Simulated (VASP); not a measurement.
Crystal: MnS (Rambergite).

```xyz
4
Lattice="3.9760 0.0000 0.0000 -1.9880 3.4433 0.0000 0.0000 0.0000 6.4320" Properties=species:S:1:pos:R:3 pbc="T T T"
Mn    0.0000    2.2955    0.0000
Mn    1.9880    1.1478    3.2160
S     0.0000    2.2955    2.4763
S     1.9880    1.1478    5.6923
```

Base run:

```yaml
Program: VASP 6.6.1
Functional: PBE
Potentials_or_basis: VASP PAW PBE potentials, release 64 (Mn_pv, S)
Cutoff: 520 eV
k_mesh: 8 × 8 × 5
Occupations: fermi-dirac, width 0.05 eV
Spin: no spin polarisation
```

Its results: band gap on the k mesh zero (band 19 reaches 4.30 eV, above the bottom of band 20 at 3.63 eV); pressure -20.1 GPa; largest force 0.190 eV/Å.

Task: The run is repeated on the same cell with these changes: hubbard terms from none to Mn d U = 4.0 eV. What comes out?

Result: Band gap on the k mesh zero (band 19 reaches 5.51 eV, above the bottom of band 20 at 3.80 eV); pressure -13.0 GPa; largest force 0.201 eV/Å.

Caveats: the run has no spin polarisation, though such a crystal can be magnetic; semilocal functionals often make such compounds metallic where correlation or magnetic order opens a gap, which also shifts bond lengths (some runs); U without spin polarisation on a metal has little footing (some runs).
